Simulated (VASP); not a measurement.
# Li3Dy (Pm-3m) in VASP: a series of runs, part 2 of 2

VASP 6.6.1. Earlier steps stand in the parts before.

### Step 3. Single point, PBE

This run uses another cell than the first one, of 65.74 Å³/atom.

The input, INCAR:

```
SYSTEM = Li3Dy
ALGO     = Normal         ! electronic algorithm
EDIFF    = 1E-6           ! SCF threshold, eV
ENCUT    = 750            ! plane-wave cutoff, eV
GGA      = PE             ! functional
GGA_COMPAT= .False.      
ISIF     = 2              ! what is computed and relaxed
ISMEAR   = 0              ! smearing method
LASPH    = .True.         ! aspherical terms in the spheres
LCHARG   = .True.         ! write CHGCAR
LELF     = .True.         ! ELF
LMAXMIX  = 6              ! l up to which the mixer works
LREAL    = .False.        ! projectors in reciprocal space
LVHAR    = .True.       
LWAVE    = .False.        ! write WAVECAR
NBANDS   = 17             ! bands
NELM     = 200            ! most SCF steps
PREC     = Accurate       ! precision mode
SIGMA    = 0.1            ! smearing width, eV
```

The input, KPOINTS:

```
k-points
0
Gamma
  8 8 8
  0 0 0
```

The input, POSCAR:

```
Li3Dy
1.0
    6.4065035284      0.0000000000      0.0000000000
    0.0000000000      6.4065035284      0.0000000000
    0.0000000000      0.0000000000      6.4065035284
Li Dy
3 1
Direct
    0.5000000000      0.0000000000      0.0000000000
    0.0000000000      0.5000000000      0.0000000000
    0.0000000000      0.0000000000      0.5000000000
    0.0000000000      0.0000000000      0.0000000000
```

Potentials or basis: VASP PAW PBE potentials, release 64 (Li_sv, Dy_3), 4f in core.

On the command line:

```sh
> cat potpaw_PBE.64/Li_sv/POTCAR potpaw_PBE.64/Dy_3/POTCAR > POTCAR
> mpirun -np 1 vasp_std > vasp.out
```

OUTCAR:

```text
SYSTEM = Li3Dy
   EDIFF = 1E-6
   ENCUT = 750
   GGA = PE
   ISIF = 2
   ISMEAR = 0
   LASPH = .True.
   LREAL = .False.
   NELM = 200
   PREC = Accurate

 ion  position               nearest neighbor table
   1  0.500  0.000  0.000-   4 3.20   4 3.20
   2  0.000  0.500  0.000-   4 3.20   4 3.20
   3  0.000  0.000  0.500-   4 3.20   4 3.20
   4  0.000  0.000  0.000-   1 3.20   2 3.20   3 3.20   3 3.20   2 3.20   1 3.20

  LATTYP: Found a simple cubic cell.
 ALAT       =     6.4065035284

  Lattice vectors:

 A1 = (   6.4065035284,   0.0000000000,   0.0000000000)
 A2 = (   0.0000000000,   6.4065035284,   0.0000000000)
 A3 = (   0.0000000000,   0.0000000000,   6.4065035284)

Analysis of symmetry for initial positions (statically):
=====================================================================
 Subroutine PRICEL returns:
 Original cell was already a primitive cell.

 Routine SETGRP: Setting up the symmetry group for a
 simple cubic supercell.

 Subroutine GETGRP returns: Found 48 space group operations
 (whereof 48 operations were pure point group operations)
 out of a pool of 48 trial point group operations.

The static configuration has the point symmetry O_h .

Analysis of symmetry for dynamics (positions and initial velocities):
=====================================================================
 Subroutine PRICEL returns:
 Original cell was already a primitive cell.

 Routine SETGRP: Setting up the symmetry group for a
 simple cubic supercell.

 Subroutine GETGRP returns: Found 48 space group operations
 (whereof 48 operations were pure point group operations)
 out of a pool of 48 trial point group operations.

The dynamic configuration has the point symmetry O_h .

 Subroutine INISYM returns: Found 48 space group operations
 (whereof 48 operations are pure point group operations),
[... 119 lines left out ...]
     AMIX     =   0.40;   BMIX     =  1.00
     AMIX_MAG =   1.60;   BMIX_MAG =  1.00
  volume/ion in A,a.u.               =      65.74       443.61
  Fermi-wavevector in a.u.,A,eV,Ry     =   0.669696  1.265543  6.102120  0.448493
  Thomas-Fermi vector in A             =   1.744990
   LORBIT       =      0    0 simple, 1 ext, 2 COOP (PROOUT), +10 PAW based schemes
   GGA     = PE    functional components
   LHFCALC =     F    Hartree Fock is set to
   AEXX    =    0.0000 exact exchange contribution
   IVDW    =     0    specifies the selected vdW correction
   LEPSILON=     F    determine dielectric tensor
   LRPA    =     F    only Hartree local field effects (RPA)
 non-spin polarized calculation
 Gauss-broadening in eV      SIGMA  =   0.10
  energy-cutoff  :      750.00
  volume of cell :      262.94
 maximum number of plane-waves:     12328
 NGX is ok and might be reduce to    60
   NGX = 29   NGY = 29   NGZ = 29

 number of electron      18.0000008 magnetization

 Free energy of the ion-electron system (eV)
  ---------------------------------------------------
  ext. energy  EPLUGINS =         0.00000000
  ---------------------------------------------------
  free energy    TOTEN  =        -4.83702461 eV

  energy without entropy =       -4.78299777  energy(sigma->0) =       -4.81001119

 E-fermi :  -1.3846     XC(G=0):  -4.9662

 val. band max:       -1.3956463275   @ k =   0.5000   0.2500   0.2500
 cond. band min:      -1.3792856821   @ k =   0.5000   0.5000   0.3750
 fundamental gap:      0.0163606454
 Fermi energy:        -1.3846245488

 k-point     1 :       0.0000    0.0000    0.0000
  band No.  band energies     occupation
      1     -48.9479      2.00000
      2     -48.9478      2.00000
      3     -48.9478      2.00000
      4     -26.2540      2.00000
      5     -26.2540      2.00000
      6     -26.2540      2.00000
[... 457 lines left out ...]
      4     -26.2539      2.00000
      5     -26.2537      2.00000
      6     -26.2536      2.00000
[... 9 lines left out ...]
     16       1.5796      0.00000
     17       2.0601      0.00000

 [... further k-points ...]

------------------------ aborting loop because EDIFF is reached ----------------------------------------

  FORCE on cell =-STRESS in cart. coord.  units (eV):
  Direction    XX          YY          ZZ          XY          YZ          ZX
  --------------------------------------------------------------------------------------
  -------------------------------------------------------------------------------------
  Total        0.0340002      0.0340002      0.0340002      0.0000000      0.0000000     -0.0000000
  in kB        0.2071708      0.2071708      0.2071708      0.0000000      0.0000000     -0.0000000
  external PRESSURE =       0.2071708 kB  Pullay stress =       0.0000000 kB

 VOLUME and BASIS-vectors are now :
 -----------------------------------------------------------------------------
  energy-cutoff  :      750.00
  volume of cell :      262.94
      direct lattice vectors                 reciprocal lattice vectors
     6.406503528  0.000000000  0.000000000     0.156091384  0.000000000  0.000000000
     0.000000000  6.406503528  0.000000000     0.000000000  0.156091384  0.000000000
     0.000000000  0.000000000  6.406503528     0.000000000  0.000000000  0.156091384

 POSITION                                       TOTAL-FORCE (eV/Angst)
 -----------------------------------------------------------------------------------
      3.20325      0.00000      0.00000         0.000000      0.000000      0.000000
      0.00000      3.20325      0.00000         0.000000      0.000000      0.000000
      0.00000      0.00000      3.20325         0.000000      0.000000      0.000000
      0.00000      0.00000      0.00000         0.000000      0.000000      0.000000
 -----------------------------------------------------------------------------------
    total drift:                                0.000000      0.000000     -0.000000

  FREE ENERGIE OF THE ION-ELECTRON SYSTEM (eV)
  ---------------------------------------------------
  free  energy   TOTEN  =        -4.8370246104 eV

  energy  without entropy=       -4.7829977732  energy(sigma->0) =       -4.81001119
```

OSZICAR:

```text
N       E                     dE             d eps       ncg     rms          rms(c)
DAV:   1     0.563830000046E+02    0.56383E+02   -0.92800E+03  1390   0.106E+03
DAV:   2     0.818743439609E+01   -0.48196E+02   -0.47036E+02  1349   0.238E+02
DAV:   3    -0.204965275656E+01   -0.10237E+02   -0.99753E+01  2248   0.456E+01
DAV:   4    -0.423883230919E+01   -0.21892E+01   -0.21037E+01  2002   0.293E+01
DAV:   5    -0.478664293213E+01   -0.54781E+00   -0.54044E+00  2096   0.909E+00    0.102E+01
DAV:   6    -0.481879762839E+01   -0.32155E-01   -0.12417E-01  1713   0.200E+00    0.566E+00
DAV:   7    -0.483554350711E+01   -0.16746E-01   -0.17395E-02  1509   0.773E-01    0.706E-01
DAV:   8    -0.483646938941E+01   -0.92588E-03   -0.14483E-03  1938   0.215E-01    0.143E-01
DAV:   9    -0.483676536106E+01   -0.29597E-03   -0.49337E-04  1397   0.108E-01    0.524E-02
DAV:  10    -0.483682072524E+01   -0.55364E-04   -0.15547E-04  2043   0.514E-02    0.273E-02
DAV:  11    -0.483697011933E+01   -0.14939E-03   -0.14218E-04  1408   0.284E-02    0.153E-02
DAV:  12    -0.483701717375E+01   -0.47054E-04   -0.75403E-05  1512   0.192E-02    0.119E-02
DAV:  13    -0.483702448129E+01   -0.73075E-05   -0.34895E-05  1457   0.151E-02    0.374E-03
DAV:  14    -0.483702461038E+01   -0.12909E-06   -0.24120E-06  1685   0.745E-03
   1 F= -.48370246E+01 E0= -.48100112E+01  d E =-.540268E-01
```

stdout:

```text
POSCAR found type information on POSCAR LiDy
 POSCAR found :  2 types and       4 ions
 scaLAPACK will be used
 LDA part: xc-table for (Slater+PW92), standard interpolation
 POSCAR, INCAR and KPOINTS ok, starting setup
 FFT: planning ... GRIDC
 FFT: planning ... GRID_SOFT
 FFT: planning ... GRID
 WAVECAR not read
 entering main loop
```

It took 3.8 min on 1 thread of Intel Xeon Platinum 8488C (Sapphire Rapids), shared host; peak memory 0.66 GiB.

What came out:

- Free energy: -4.8370 eV
- Pressure: 0.0 GPa
- Band gap on the k mesh: zero (bands 9 and 10 overlap by 0.10 eV)

Caveat: spin-orbit coupling is left out, which moves the levels of the heavy elements; the 4f electrons are frozen in the core, so they carry no moment and show no levels. Spin polarisation is off, so any magnetic state and its effect on volume and gap are missing.

### Step 4. Relaxation of cell and atoms, PBE

The input, INCAR:

```
PREC = Accurate ; ENCUT = 750
EDIFF = 1E-7 ; ISMEAR = 0
SIGMA = 0.1 ; LREAL = False
LASPH = True ; NELM = 200
ALGO = Normal ; ISIF = 3
LWAVE = False ; LCHARG = False
GGA = PE ; IBRION = 2
NSW = 100 ; EDIFFG = -0.01
GGA_COMPAT = False ; NELMIN = 4
LMAXMIX = 6
```

The input, KPOINTS:

```
regular mesh
0
Gamma
  8 8 8
```

The input, POSCAR:

```
Li3Dy
1.0
    6.1468379264      0.0000000000      0.0000000000
    0.0000000000      6.1468379264      0.0000000000
    0.0000000000      0.0000000000      6.1468379264
Li Dy
3 1
Direct
    0.5000000000      0.0000000000      0.0000000000
    0.0000000000      0.5000000000      0.0000000000
    0.0000000000      0.0000000000      0.5000000000
    0.0000000000      0.0000000000      0.0000000000
```

On the command line:

```sh
> cat potpaw_PBE.64/Li_sv/POTCAR potpaw_PBE.64/Dy_3/POTCAR > POTCAR
> mpirun -np 1 vasp_std > vasp.out
```

Wall time 12 min (1 thread of Intel Xeon Platinum 8488C (Sapphire Rapids), shared host); peak memory 0.6 GiB.

The run converged. Its results:

```yaml
Free_energy: -4.8290 eV
Relaxed_volume: 65.89 Å³/atom
Relaxed_cell: a = 6.412 Å, b = 6.412 Å, c = 6.412 Å, α = 90.00°, β = 90.00°, γ = 90.00°
Space_group_after_relaxing_to_0.1_Å: Pm-3m (No. 221)
Energy_gained_by_relaxing: 9.1 meV/atom
Ionic_steps: 5
Pressure_after_relaxing: 0.0 GPa
Band_gap_on_the_k_mesh: zero (bands 9 and 10 overlap by 0.10 eV)
```

Step by step:
| step | energy change (eV) | largest force (eV/Å) | pressure (GPa) | volume (Å³) |
| --- | --- | --- | --- | --- |
| 1 | 0.0000 | 0.0000 | 0.40 | 232.25 |
| 2 | -0.0109 | 0.0000 | 0.33 | 237.11 |
| 3 | -0.0318 | 0.0000 | 0.13 | 252.11 |
| 4 | -0.0234 | 0.0000 | -0.20 | 283.98 |
| 5 | -0.0363 | 0.0000 | 0.00 | 263.57 |

Final structure:
```cif
data_structure
_symmetry_space_group_name_H-M 'P 1'
_symmetry_Int_Tables_number 1
_cell_length_a 6.4116
_cell_length_b 6.4116
_cell_length_c 6.4116
_cell_angle_alpha 90.000
_cell_angle_beta 90.000
_cell_angle_gamma 90.000
_cell_volume 263.57
loop_
_atom_site_label
_atom_site_type_symbol
_atom_site_fract_x
_atom_site_fract_y
_atom_site_fract_z
_atom_site_occupancy
Li1 Li 0.50000 0.00000 0.00000 1
Li2 Li 0.00000 0.50000 0.00000 1
Li3 Li 0.00000 0.00000 0.50000 1
Dy1 Dy 0.00000 0.00000 0.00000 1
```

Levels at points of the mesh, in eV from the Fermi level:
| k point | band 7 | band 8 | band 9 | band 10 | band 11 | band 12 |
| --- | --- | --- | --- | --- | --- | --- |
| (0.00, 0.00, 0.00) | -2.65 | -0.11 | -0.11 | 0.80 | 0.80 | 0.80 |
| (0.50, 0.00, 0.00) | -2.35 | -0.63 | -0.04 | 0.14 | 0.58 | 0.58 |
| (0.50, 0.50, 0.00) | -2.06 | -0.22 | -0.22 | -0.07 | 0.09 | 0.27 |
| (0.50, 0.50, 0.50) | -1.81 | 0.02 | 0.02 | 0.02 | 0.23 | 0.23 |

Caveat: spin-orbit coupling is left out, which moves the levels of the heavy elements; the 4f electrons are frozen in the core, so they carry no moment and show no levels. Spin polarisation is off, so any magnetic state and its effect on volume and gap are missing.

### Step 5. Relaxation of cell and atoms, PBE

This run uses another cell than the first one, of 65.74 Å³/atom.

The input, INCAR:

```
  PREC = Accurate
  ENCUT = 750
  EDIFF = 1E-7
  ISMEAR = 0
  SIGMA = 0.1
  LREAL = F
  LASPH = T
  NELM = 200
  ALGO = Normal
  ISIF = 3
  LWAVE = F
  LCHARG = F
  GGA = PE
  IBRION = 2
  NSW = 100
  EDIFFG = -0.01
  GGA_COMPAT = F
  NELMIN = 4
  LMAXMIX = 6
```

KPOINTS is that of step 4.

The input, POSCAR:

```
Li3Dy
1.0
    6.4065035284      0.0000000000      0.0000000000
    0.0000000000      6.4065035284      0.0000000000
    0.0000000000      0.0000000000      6.4065035284
Li Dy
3 1
Direct
    0.5000000000      0.0000000000      0.0000000000
    0.0000000000      0.5000000000      0.0000000000
    0.0000000000      0.0000000000      0.5000000000
    0.0000000000      0.0000000000      0.0000000000
```

Potentials or basis: VASP PAW PBE potentials, release 64 (Li_sv, Dy_3), 4f in core.

On the command line:

```sh
> cat potpaw_PBE.64/Li_sv/POTCAR potpaw_PBE.64/Dy_3/POTCAR > POTCAR
> mpirun -np 1 vasp_std > vasp.out
```

OUTCAR:

```text
PREC = Accurate
   ENCUT = 750
   EDIFF = 1E-7
   ISMEAR = 0
   LREAL = F
   LASPH = T
   NELM = 200
   ISIF = 3
   GGA = PE
   IBRION = 2
   NSW = 100
   EDIFFG = -0.01
   NELMIN = 4

 ion  position               nearest neighbor table
   1  0.500  0.000  0.000-   4 3.20   4 3.20
   2  0.000  0.500  0.000-   4 3.20   4 3.20
   3  0.000  0.000  0.500-   4 3.20   4 3.20
   4  0.000  0.000  0.000-   1 3.20   2 3.20   3 3.20   3 3.20   2 3.20   1 3.20

  LATTYP: Found a simple cubic cell.
 ALAT       =     6.4065035284

  Lattice vectors:

 A1 = (   6.4065035284,   0.0000000000,   0.0000000000)
 A2 = (   0.0000000000,   6.4065035284,   0.0000000000)
 A3 = (   0.0000000000,   0.0000000000,   6.4065035284)

Analysis of symmetry for initial positions (statically):
=====================================================================
 Subroutine PRICEL returns:
 Original cell was already a primitive cell.

 Routine SETGRP: Setting up the symmetry group for a
 simple cubic supercell.

 Subroutine GETGRP returns: Found 48 space group operations
 (whereof 48 operations were pure point group operations)
 out of a pool of 48 trial point group operations.

The static configuration has the point symmetry O_h .

Analysis of symmetry for dynamics (positions and initial velocities):
=====================================================================
 Subroutine PRICEL returns:
 Original cell was already a primitive cell.

 Routine SETGRP: Setting up the symmetry group for a
 simple cubic supercell.

 Subroutine GETGRP returns: Found 48 space group operations
 (whereof 48 operations were pure point group operations)
 out of a pool of 48 trial point group operations.

The dynamic configuration has the point symmetry O_h .

 Subroutine INISYM returns: Found 48 space group operations
 (whereof 48 operations are pure point group operations),
[... 131 lines left out ...]
 conjugate gradient relaxation of ions
 non-spin polarized calculation
 Gauss-broadening in eV      SIGMA  =   0.10
  energy-cutoff  :      750.00
  volume of cell :      262.94
 maximum number of plane-waves:     12328
 NGX is ok and might be reduce to    60
   NGX = 29   NGY = 29   NGZ = 29

 number of electron      18.0000008 magnetization

 Free energy of the ion-electron system (eV)
  ---------------------------------------------------
  ext. energy  EPLUGINS =         0.00000000
  ---------------------------------------------------
  free energy    TOTEN  =        -4.83702549 eV

  energy without entropy =       -4.78300420  energy(sigma->0) =       -4.81001484

 E-fermi :  -1.3847     XC(G=0):  -4.9661

 val. band max:       -1.3957334897   @ k =   0.5000   0.2500   0.2500
 cond. band min:      -1.3793501560   @ k =   0.5000   0.5000   0.3750
 fundamental gap:      0.0163833336
 Fermi energy:        -1.3847068702

 k-point     1 :       0.0000    0.0000    0.0000
  band No.  band energies     occupation
      1     -48.9494      2.00000
      2     -48.9493      2.00000
      3     -48.9493      2.00000
      4     -26.2540      2.00000
      5     -26.2540      2.00000
      6     -26.2540      2.00000
      7      -4.0355      2.00000
      8      -1.4944      1.87901
      9      -1.4944      1.87901
     10      -0.5819      0.00000
     11      -0.5819      0.00000
     12      -0.5819      0.00000
     13      -0.4045      0.00000
[... 354 lines left out ...]
  band No.  band energies     occupation
      1     -48.9494      2.00000
      2     -48.9494      2.00000
      3     -48.9493      2.00000
      4     -26.2539      2.00000
      5     -26.2536      2.00000
      6     -26.2536      2.00000
      7      -3.4665      2.00000
      8      -1.7191      2.00000
      9      -1.5110      1.92599
     10      -1.2888      0.17488
     11      -1.2850      0.15843
     12      -1.0696      0.00001
     13      -0.8106      0.00000

 [... further k-points ...]

------------------------ aborting loop because EDIFF is reached ----------------------------------------

  FORCE on cell =-STRESS in cart. coord.  units (eV):
  Direction    XX          YY          ZZ          XY          YZ          ZX
  --------------------------------------------------------------------------------------
  -------------------------------------------------------------------------------------
  Total        0.0364239      0.0364239      0.0364239     -0.0000000      0.0000000      0.0000000
  in kB        0.2219394      0.2219394      0.2219394     -0.0000000      0.0000000      0.0000000
  external PRESSURE =       0.2219394 kB  Pullay stress =       0.0000000 kB

 VOLUME and BASIS-vectors are now :
 -----------------------------------------------------------------------------
  energy-cutoff  :      750.00
  volume of cell :      262.94
      direct lattice vectors                 reciprocal lattice vectors
     6.406503528  0.000000000  0.000000000     0.156091384  0.000000000  0.000000000
     0.000000000  6.406503528  0.000000000     0.000000000  0.156091384  0.000000000
     0.000000000  0.000000000  6.406503528     0.000000000  0.000000000  0.156091384

 POSITION                                       TOTAL-FORCE (eV/Angst)
 -----------------------------------------------------------------------------------
      3.20325      0.00000      0.00000         0.000000      0.000000      0.000000
      0.00000      3.20325      0.00000         0.000000      0.000000      0.000000
      0.00000      0.00000      3.20325         0.000000      0.000000      0.000000
      0.00000      0.00000      0.00000         0.000000      0.000000      0.000000
 -----------------------------------------------------------------------------------
    total drift:                                0.000000      0.000000     -0.000000

  FREE ENERGIE OF THE ION-ELECTRON SYSTEM (eV)
  ---------------------------------------------------
  free  energy   TOTEN  =        -4.8370254872 eV

  energy  without entropy=       -4.7830042017  energy(sigma->0) =       -4.81001484

 reached required accuracy - stopping structural energy minimisation
```

It took 2.9 min on 1 thread of Intel Xeon Platinum 8488C (Sapphire Rapids), shared host; peak memory 0.63 GiB.

What came out:

- Free energy: -4.8370 eV
- Pressure after relaxing: 0.0 GPa
- Band gap on the k mesh: zero (bands 9 and 10 overlap by 0.10 eV)

Final structure:
```cif
data_structure
_symmetry_space_group_name_H-M 'P 1'
_symmetry_Int_Tables_number 1
_cell_length_a 6.4065
_cell_length_b 6.4065
_cell_length_c 6.4065
_cell_angle_alpha 90.000
_cell_angle_beta 90.000
_cell_angle_gamma 90.000
_cell_volume 262.94
loop_
_atom_site_label
_atom_site_type_symbol
_atom_site_fract_x
_atom_site_fract_y
_atom_site_fract_z
_atom_site_occupancy
Li1 Li 0.50000 0.00000 0.00000 1
Li2 Li 0.00000 0.50000 0.00000 1
Li3 Li 0.00000 0.00000 0.50000 1
Dy1 Dy 0.00000 0.00000 0.00000 1
```

Caveat: the relaxation stopped at its first step, so nothing moved; spin-orbit coupling is left out, which moves the levels of the heavy elements; the 4f electrons are frozen in the core, so they carry no moment and show no levels. Spin polarisation is off, so any magnetic state and its effect on volume and gap are missing.

### Step 6. Summary

```csv
task,cell,k mesh,gap on the mesh (eV),pressure (GPa)
single point,"a = 6.147 Å, 4 atoms",4 × 4 × 4,none,0.4
single point,"a = 6.407 Å, 4 atoms",8 × 8 × 8,none,0.0
relaxation of cell and atoms,"relaxed from a = 6.147 Å, 4 atoms",8 × 8 × 8,none,0.0
relaxation of cell and atoms,"relaxed from a = 6.407 Å, 4 atoms",8 × 8 × 8,none,0.0
```

Alike in all rows: level PBE; potentials or basis VASP PAW PBE potentials, release 64 (Li_sv, Dy_3), 4f in core; no spin polarisation; cutoff (eV) 750; smearing gaussian 0.1 eV.

Caveats: spin-orbit coupling is left out, which moves the levels of the heavy elements; the 4f electrons are frozen in the core, so they carry no moment and show no levels; the relaxation stopped at its first step, so nothing moved (at least some runs).

Total energies depend on the potentials used, so only differences within one code and one set of settings carry meaning.

The gap in the log of VASP goes by the Fermi energy; the results here count the filled bands.